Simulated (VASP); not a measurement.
# Zr2Zn2N3 (R-3m) in VASP: notebook, part 2 of 3

VASP 6.6.1. The steps go on from the part before.

## 3. Single point, PBE

This run uses another cell than the first one, of 13.58 Å³/atom.

Input file INCAR:

```
SYSTEM = Zr2Zn2N3
PREC = Accurate
ENCUT = 520
EDIFF = 1E-6
ISMEAR = 0
SIGMA = 0.1
LREAL = .False.
LASPH = .True.
NELM = 60
ALGO = Normal
ISIF = 2
LWAVE = .False.
LCHARG = .False.
GGA = PE
NBANDS = 40
```

Input file KPOINTS:

```
regular mesh
0
Gamma
  6 6 6
  0 0 0
```

Input file POSCAR:

```
Zr2Zn2N3
1.0
    2.5356088200      1.4639344400      4.2672094300
   -2.5356088200      1.4639344400      4.2672094300
    0.0000000000     -2.9278688700      4.2672094300
Zr Zn N
2 2 3
Direct
    0.5000000000      0.5000000000      0.5000000000
    0.0000000000      0.0000000000      0.0000000000
    0.3136986700      0.3136986700      0.3136986700
    0.6863013300      0.6863013300      0.6863013300
    0.0000000000      0.0000000000      0.5000000000
    0.5000000000      0.0000000000      0.0000000000
    0.0000000000      0.5000000000      0.0000000000
```

Potentials or basis: VASP PAW PBE potentials, release 64 (Zr_sv, Zn, N).

Started as:

```console
> cat potpaw_PBE.64/Zr_sv/POTCAR potpaw_PBE.64/Zn/POTCAR potpaw_PBE.64/N/POTCAR > POTCAR
> mpirun -np 1 vasp_std > vasp.out
```

OUTCAR:

```text
SYSTEM = Zr2Zn2N3
   PREC = Accurate
   ENCUT = 520
   EDIFF = 1E-6
   ISMEAR = 0
   LREAL = .False.
   LASPH = .True.
   NELM = 60
   ISIF = 2
   GGA = PE

 ion  position               nearest neighbor table
   1  0.500  0.500  0.500-   3 2.38   4 2.38   5 2.54   5 2.54   6 2.54   6 2.54   7 2.54   7 2.54
                             2 3.62   2 3.62   2 3.62   2 3.62   2 3.62   2 3.62
   2  0.000  0.000  0.000-   5 2.59   5 2.59   7 2.59   6 2.59   7 2.59   6 2.59   3 2.94   4 2.94
                             3 2.94   4 2.94   3 2.94   4 2.94   1 3.62   1 3.62   1 3.62   1 3.62
   3  0.314  0.314  0.314-   6 2.38   7 2.38   5 2.38   1 2.38   2 2.94   2 2.94   2 2.94   4 2.97
                             4 2.97   4 2.97
   4  0.686  0.686  0.686-   6 2.38   7 2.38   5 2.38   1 2.38   2 2.94   2 2.94   2 2.94   3 2.97
                             3 2.97   3 2.97
[... 1249 lines left out ...]

 VOLUME and BASIS-vectors are now :
 -----------------------------------------------------------------------------
  energy-cutoff  :      520.00
  volume of cell :       95.04
      direct lattice vectors                 reciprocal lattice vectors
     2.535608820  1.463934440  4.267209430     0.197191300  0.113848450  0.078115063
    -2.535608820  1.463934440  4.267209430    -0.197191300  0.113848450  0.078115063
     0.000000000 -2.927868870  4.267209430     0.000000000 -0.227696900  0.078115063

 POSITION                                       TOTAL-FORCE (eV/Angst)
 -----------------------------------------------------------------------------------
      0.00000      0.00000      6.40081         0.000000     -0.000000      0.000000
      0.00000      0.00000      0.00000        -0.000000      0.000000     -0.000000
      0.00000      0.00000      4.01585        -0.000000     -0.000000     -4.776939
      0.00000      0.00000      8.78577        -0.000000      0.000000      4.776939
      0.00000     -1.46393      2.13360        -0.000000     -0.000000      0.000000
      1.26780      0.73197      2.13360        -0.000000     -0.000000      0.000000
     -1.26780      0.73197      2.13360        -0.000000      0.000000     -0.000000
 -----------------------------------------------------------------------------------
    total drift:                                0.000000      0.000000     -0.000000

  FREE ENERGIE OF THE ION-ELECTRON SYSTEM (eV)
  ---------------------------------------------------
  free  energy   TOTEN  =       -42.1581032129 eV

  energy  without entropy=      -42.1460290568  energy(sigma->0) =      -42.15206613
```

OSZICAR:

```text
N       E                     dE             d eps       ncg     rms          rms(c)
DAV:   1     0.694058755244E+03    0.69406E+03   -0.30563E+04  2560   0.195E+03
DAV:   2     0.412838716244E+02   -0.65277E+03   -0.62558E+03  2648   0.511E+02
DAV:   3    -0.446230567411E+02   -0.85907E+02   -0.81067E+02  3176   0.172E+02
DAV:   4    -0.515073838758E+02   -0.68843E+01   -0.67496E+01  4056   0.382E+01
DAV:   5    -0.518354763006E+02   -0.32809E+00   -0.32768E+00  3592   0.791E+00    0.237E+01
DAV:   6    -0.499448445244E+02    0.18906E+01   -0.12156E+02  4200   0.102E+02    0.213E+01
DAV:   7    -0.423347838456E+02    0.76101E+01   -0.22894E+01  3464   0.317E+01    0.867E+00
DAV:   8    -0.422327012678E+02    0.10208E+00   -0.35472E+00  3336   0.998E+00    0.399E+00
DAV:   9    -0.421622481108E+02    0.70453E-01   -0.45935E-01  3592   0.380E+00    0.101E+00
DAV:  10    -0.421584988596E+02    0.37493E-02   -0.38821E-02  3664   0.127E+00    0.556E-01
DAV:  11    -0.421580364917E+02    0.46237E-03   -0.82669E-03  3392   0.593E-01    0.132E-01
DAV:  12    -0.421581020716E+02   -0.65580E-04   -0.68077E-04  3848   0.199E-01    0.697E-02
DAV:  13    -0.421580982096E+02    0.38620E-05   -0.17877E-04  3408   0.800E-02    0.197E-02
DAV:  14    -0.421581032754E+02   -0.50659E-05   -0.14799E-05  3536   0.325E-02    0.490E-03
DAV:  15    -0.421581032129E+02    0.62518E-07   -0.15709E-06  2120   0.100E-02
   1 F= -.42158103E+02 E0= -.42152066E+02  d E =-.120742E-01
```

stdout:

```text
POSCAR found type information on POSCAR ZrZnN
 POSCAR found :  3 types and       7 ions
 scaLAPACK will be used
 LDA part: xc-table for (Slater+PW92), standard interpolation
 POSCAR, INCAR and KPOINTS ok, starting setup
 FFT: planning ... GRIDC
 FFT: planning ... GRID_SOFT
 FFT: planning ... GRID
 WAVECAR not read
 entering main loop
```

Wall time 98 s (1 thread of Intel Xeon 6975P-C (Granite Rapids), shared host); peak memory 0.3 GiB.

What came out:

```
Free energy            : -42.1581 eV
Pressure               : -11.8 GPa
Largest force          : 4.777 eV/Å
Band gap on the k mesh : zero (an odd number of electrons rules out a gap without spin polarisation)
```

Forces on the atoms (eV/Å):
```
Zr   0.000  0.000  0.000
Zr   0.000  0.000  0.000
Zn   0.000  0.000 -4.777
Zn   0.000  0.000  4.777
N    0.000  0.000  0.000
N    0.000  0.000  0.000
N    0.000  0.000  0.000
```

Caveat: the stress differs along the axes, from -17 to -1 GPa; an odd number of electrons without spin polarisation forces a metal; a magnetic or distorted state may lie lower.

## 4. Relaxation of cell and atoms, PBE

This run uses another cell than the first one, of 13.58 Å³/atom.

Input file INCAR:

```
SYSTEM = Zr2Zn2N3
ALGO = Normal
EDIFF = 1E-6
EDIFFG = -0.04
ENCUT = 600
GGA = PE
IBRION = 2
ISIF = 3
ISMEAR = 0
LASPH = .TRUE.
LCHARG = .FALSE.
LREAL = .FALSE.
LWAVE = .FALSE.
NELM = 80
NSW = 90
PREC = Accurate
SIGMA = 0.1
```

Input file KPOINTS:

```
k-points
0
G
  6 6 6
  0 0 0
```

POSCAR is that of step 3.

Potentials or basis: VASP PAW PBE potentials, release 64 (Zr_sv, Zn, N).

Started as:

```console
> cat potpaw_PBE.64/Zr_sv/POTCAR potpaw_PBE.64/Zn/POTCAR potpaw_PBE.64/N/POTCAR > POTCAR
> mpirun -np 1 vasp_std > vasp.out
```

OUTCAR:

```text
SYSTEM = Zr2Zn2N3
   EDIFF = 1E-6
   EDIFFG = -0.04
   ENCUT = 600
   GGA = PE
   IBRION = 2
   ISIF = 3
   ISMEAR = 0
   LASPH = .TRUE.
   LREAL = .FALSE.
   NELM = 80
   NSW = 90
   PREC = Accurate

 ion  position               nearest neighbor table
   1  0.500  0.500  0.500-   3 2.38   4 2.38   5 2.54   5 2.54   6 2.54   6 2.54   7 2.54   7 2.54
                             2 3.62   2 3.62   2 3.62   2 3.62   2 3.62   2 3.62
   2  0.000  0.000  0.000-   5 2.59   5 2.59   7 2.59   6 2.59   7 2.59   6 2.59   3 2.94   4 2.94
                             3 2.94   4 2.94   3 2.94   4 2.94   1 3.62   1 3.62   1 3.62   1 3.62
   3  0.314  0.314  0.314-   6 2.38   7 2.38   5 2.38   1 2.38   2 2.94   2 2.94   2 2.94   4 2.97
                             4 2.97   4 2.97
   4  0.686  0.686  0.686-   6 2.38   7 2.38   5 2.38   1 2.38   2 2.94   2 2.94   2 2.94   3 2.97
                             3 2.97   3 2.97
   5  0.000  0.000  0.500-   3 2.38   4 2.38   1 2.54   1 2.54   2 2.59   2 2.59
   6  0.500  0.000  0.000-   3 2.38   4 2.38   1 2.54   1 2.54   2 2.59   2 2.59
   7  0.000  0.500  0.000-   3 2.38   4 2.38   1 2.54   1 2.54   2 2.59   2 2.59

  LATTYP: Found a trigonal (rhomboedric) cell.
 ALAT       =     5.1750838111
 COS(alpha) =     0.5198690205

  Lattice vectors:

 A1 = (   2.5356088200,   1.4639344400,   4.2672094300)
 A2 = (  -2.5356088200,   1.4639344400,   4.2672094300)
 A3 = (   0.0000000000,  -2.9278688700,   4.2672094300)

Analysis of symmetry for initial positions (statically):
=====================================================================
 Subroutine PRICEL returns:
 Original cell was already a primitive cell.

 Routine SETGRP: Setting up the symmetry group for a
 trigonal (rhombohedral) supercell.

 Subroutine GETGRP returns: Found 12 space group operations
 (whereof 12 operations were pure point group operations)
 out of a pool of 12 trial point group operations.

The static configuration has the point symmetry D_3d.

Analysis of symmetry for dynamics (positions and initial velocities):
=====================================================================
 Subroutine PRICEL returns:
[... 166 lines left out ...]
  ---------------------------------------------------
  free energy    TOTEN  =       -42.16110033 eV

  energy without entropy =      -42.14902165  energy(sigma->0) =      -42.15506099

------------------------ aborting loop because EDIFF is reached ----------------------------------------

  FORCE on cell =-STRESS in cart. coord.  units (eV):
  Direction    XX          YY          ZZ          XY          YZ          ZX
  --------------------------------------------------------------------------------------
  -------------------------------------------------------------------------------------
  Total      -10.3440917    -10.3440917     -0.5436439      0.0000000     -0.0000000      0.0000000
  in kB     -174.3828830   -174.3828835     -9.1648634      0.0000000     -0.0000000      0.0000000
  external PRESSURE =    -119.3102100 kB  Pullay stress =       0.0000000 kB
[... 104 lines left out ...]
  FREE ENERGIE OF THE ION-ELECTRON SYSTEM (eV)
  ---------------------------------------------------
  free  energy   TOTEN  =       -44.1143886265 eV

  energy  without entropy=      -44.1022985174  energy(sigma->0) =      -44.10834357

[... ionic steps 4 to 9 ...]

--------------------------------------- Ionic step       10  -------------------------------------------

 number of electron      63.0000004 magnetization

------------------------ aborting loop because EDIFF is reached ----------------------------------------
[... 77 lines left out ...]
--------------------------------------- Ionic step       12  -------------------------------------------

 number of electron      63.0000007 magnetization

 Free energy of the ion-electron system (eV)
  ---------------------------------------------------
  ext. energy  EPLUGINS =         0.00000000
  ---------------------------------------------------
  free energy    TOTEN  =       -44.55128594 eV

  energy without entropy =      -44.52726202  energy(sigma->0) =      -44.53927398

 E-fermi :   7.9379     XC(G=0): -12.1678

 val. band max:        7.9373452292   @ k =  -0.3333   0.5000   0.1667
 cond. band min:       7.9381578444   @ k =   0.5000   0.1667   0.0000
 fundamental gap:      0.0008126152
 Fermi energy:         7.9379272909

 k-point     1 :       0.0000    0.0000    0.0000
  band No.  band energies     occupation
      1     -41.7321      2.00000
      2     -41.6199      2.00000
      3     -19.8106      2.00000
      4     -19.8106      2.00000
      5     -19.7975      2.00000
      6     -19.6083      2.00000
[... 949 lines left out ...]
     36      10.7898      0.00000
     37      10.8883      0.00000

 [... further k-points ...]

------------------------ aborting loop because EDIFF is reached ----------------------------------------

  FORCE on cell =-STRESS in cart. coord.  units (eV):
  Direction    XX          YY          ZZ          XY          YZ          ZX
  --------------------------------------------------------------------------------------
  -------------------------------------------------------------------------------------
  Total        0.0019790      0.0019790      0.0441819      0.0000000      0.0000000     -0.0000000
  in kB        0.0367590      0.0367590      0.8206432      0.0000000      0.0000000     -0.0000000
  external PRESSURE =       0.2980538 kB  Pullay stress =       0.0000000 kB
[... 22 lines left out ...]
  FREE ENERGIE OF THE ION-ELECTRON SYSTEM (eV)
  ---------------------------------------------------
  free  energy   TOTEN  =       -44.5512859410 eV

  energy  without entropy=      -44.5272620188  energy(sigma->0) =      -44.53927398

 reached required accuracy - stopping structural energy minimisation
```

OSZICAR:

```text
N       E                     dE             d eps       ncg     rms          rms(c)
DAV:   1     0.755510279900E+03    0.75551E+03   -0.33913E+04  2376   0.233E+03
DAV:   2     0.559358161565E+02   -0.69957E+03   -0.67984E+03  2423   0.574E+02
DAV:   3    -0.430112680463E+02   -0.98947E+02   -0.94583E+02  2943   0.198E+02
DAV:   4    -0.513844842527E+02   -0.83732E+01   -0.81740E+01  3598   0.444E+01
[... 119 lines left out ...]
DAV:   2    -0.445515314964E+02    0.24355E-03   -0.26335E-03  3321   0.411E-01    0.110E-01
DAV:   3    -0.445513641845E+02    0.16731E-03   -0.66798E-04  3277   0.145E-01    0.662E-02
DAV:   4    -0.445512873102E+02    0.76874E-04   -0.19721E-04  3209   0.120E-01    0.225E-02
DAV:   5    -0.445512869297E+02    0.38056E-06   -0.24834E-05  3498   0.478E-02    0.119E-02
DAV:   6    -0.445512859410E+02    0.98869E-06   -0.35447E-06  2299   0.135E-02
  12 F= -.44551286E+02 E0= -.44539274E+02  d E =-.723253E-03
```

CONTCAR:

```text
Zr2Zn2N3
   1.00000000000000
     2.4668927550668136    1.4242612009927829    4.0917526262677129
    -2.4668927550668136    1.4242612009927829    4.0917526262677129
     0.0000000000000000   -2.8485223926621672    4.0917526263999537
  Zr              Zn              N
     2     2     3
Direct
     0.5000000000000000    0.5000000000000000    0.5000000000000000
     1.0000000000000000    1.0000000000000000    1.0000000000000000
     0.2823160392197606    0.2823160392197606    0.2823160392203725
     0.7176839607802394    0.7176839607802394    0.7176839607796275
     1.0000000000000000    1.0000000000000000    0.5000000000000000
     0.5000000000000000    1.0000000000000000    1.0000000000000000
     1.0000000000000000    0.5000000000000000    1.0000000000000000

  0.00000000E+00  0.00000000E+00  0.00000000E+00
  0.00000000E+00  0.00000000E+00  0.00000000E+00
  0.00000000E+00  0.00000000E+00  0.00000000E+00
  0.00000000E+00  0.00000000E+00  0.00000000E+00
  0.00000000E+00  0.00000000E+00  0.00000000E+00
  0.00000000E+00  0.00000000E+00  0.00000000E+00
  0.00000000E+00  0.00000000E+00  0.00000000E+00
```

It took 17 min on 1 thread of Intel Xeon 6975P-C (Granite Rapids), shared host; peak memory 0.35 GiB.

What came out:

| Property | Result |
| --- | --- |
| Free energy | -44.5513 eV |
| Relaxed volume | 12.32 Å³/atom |
| Relaxed cell | a = 4.986 Å, b = 4.986 Å, c = 4.986 Å, α = 59.31°, β = 59.31°, γ = 59.31° |
| Space group after relaxing (to 0.1 Å) | R-3m (No. 166) |
| Energy gained by relaxing | 341.5 meV/atom |
| Ionic steps | 12 |
| Pressure after relaxing | 0.0 GPa |
| Largest force after relaxing | 0.005 eV/Å |
| Band gap on the k mesh | zero (an odd number of electrons rules out a gap without spin polarisation) |

Forces on the atoms (eV/Å):
```
Zr   0.000  0.000  0.000
Zr   0.000  0.000  0.000
Zn   0.000  0.000 -0.005
Zn   0.000  0.000  0.005
N    0.000  0.000  0.000
N    0.000  0.000  0.000
N    0.000  0.000  0.000
```

Stress tensor (GPa, compression positive):
```
0.00 0.00 0.00
0.00 0.00 0.00
0.00 0.00 0.08
```

Step by step:
```csv
step,energy change (eV),largest force (eV/Å),pressure (GPa),volume (Å³)
1,0.0000,4.7770,-11.93,95.04
2,-1.9513,1.4992,7.23,81.66
3,-1.9533,1.5740,6.55,81.91
4,-2.3035,0.3480,-0.66,85.70
5,-2.3235,0.0325,-2.21,86.85
6,-2.3775,0.0937,1.66,85.16
7,-2.3776,0.0996,1.89,85.08
8,-2.3890,0.1328,-0.40,86.38
9,-2.3895,0.0925,0.01,86.15
10,-2.3895,0.0961,-0.08,86.17
11,-2.3901,0.0426,0.00,86.22
12,-2.3902,0.0051,0.03,86.26
```

Final structure:
```
CELL_PARAMETERS angstrom
2.46689 1.42426 4.09175
-2.46689 1.42426 4.09175
0.00000 -2.84852 4.09175
ATOMIC_POSITIONS crystal
Zr 0.50000 0.50000 0.50000
Zr 0.00000 0.00000 0.00000
Zn 0.28232 0.28232 0.28232
Zn 0.71768 0.71768 0.71768
N 0.00000 0.00000 0.50000
N 0.50000 0.00000 0.00000
N 0.00000 0.50000 0.00000
```

Levels at points of the mesh, in eV from the Fermi level:
```
           k point  band 28  band 29  band 30  band 31  band 32  band 33  band 34  band 35
(0.00, 0.00, 0.00)    -2.41    -2.16    -2.16    -0.20     0.99     0.99     1.91     1.91
(0.50, 0.00, 0.00)    -2.83    -2.68    -2.50    -2.49     0.47     1.00     1.03     1.33
(0.50, 0.50, 0.00)    -2.48    -2.03    -1.87    -0.11     0.00     0.32     0.47     2.30
(0.50, 0.50, 0.50)    -1.33    -0.85    -0.16     0.66     0.66     0.80     0.80     1.27
```

Caveat: an odd number of electrons without spin polarisation forces a metal; a magnetic or distorted state may lie lower.

[end of part 2 of 3]

The gap in the log of VASP goes by the Fermi energy; the results here count the filled bands.